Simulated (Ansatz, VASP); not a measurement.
**YbH3: VASP beside Ansatz**

Contents of INCAR:

```
PREC = Accurate ; ENCUT = 520
EDIFF = 1E-6 ; ISMEAR = 0
SIGMA = 0.05 ; LREAL = False
LASPH = True ; NELM = 100
ALGO = Normal ; ISIF = 2
LWAVE = False ; LCHARG = False
GGA = PE ; NBANDS = 22
```

Contents of KPOINTS:

```
regular mesh
0
Gamma
  10 10 10
```

The input POSCAR:

```
YbH3
1.0
    0.0000000000      2.4938301503      2.4938301503
    2.4938301503      0.0000000000      2.4938301503
    2.4938301503      2.4938301503      0.0000000000
Yb H
1 3
Direct
    0.0000000000      0.0000000000      0.0000000000
    0.5000000000      0.5000000000      0.5000000000
    0.2500000000      0.2500000000      0.2500000000
    0.7500000000      0.7500000000      0.7500000000
```

Input for Ansatz:

```yaml
crystal:
  lattice:
    - [0.0, 2.4938301503, 2.4938301503]
    - [2.4938301503, 0.0, 2.4938301503]
    - [2.4938301503, 2.4938301503, 0.0]
  atoms:
    - { symbol: Yb, position: [0.0, 0.0, 0.0] }
    - { symbol: H, position: [0.5, 0.5, 0.5] }
    - { symbol: H, position: [0.25, 0.25, 0.25] }
    - { symbol: H, position: [0.75, 0.75, 0.75] }
basis:
  ecutwfc: 420
  ecutrho_ratio: 4
kpoints:
  mp_grid: { grid: [10, 10, 10] }
hamiltonian:
  xc: pbe
scf:
  occupations: { method: gaussian, width: 0.05 }
output:
  forces: true
  stress: true
  eigenvalues: true
```

Alike in both runs: task single point; functional PBE; k mesh 10 × 10 × 10; occupations gaussian, width 0.05 eV; no spin polarisation.

|  | VASP | Ansatz |
| --- | --- | --- |
| version | VASP 6.6.1 | Ansatz 0.2.0 |
| potentials or method | VASP PAW PBE potentials, release 64 (Yb, H), cutoff 520 eV | scalar-relativistic, plane waves, PAW |
| valence electrons in the cell | 27 | 27 |

Ansatz gave:

| Item | Value |
| --- | --- |
| gap on the k mesh at the Fermi level (eV) | none |
| pressure (GPa) | 5.3 |

Estimate VASP's values.

gap on the k mesh at the Fermi level (eV): none; pressure (GPa): 5.0.

A gap of «none» marks a metal or a gap that the smearing closes. With one functional, cell and mesh, what is left measures potentials, basis and numerics.

Spin-orbit coupling is off throughout.
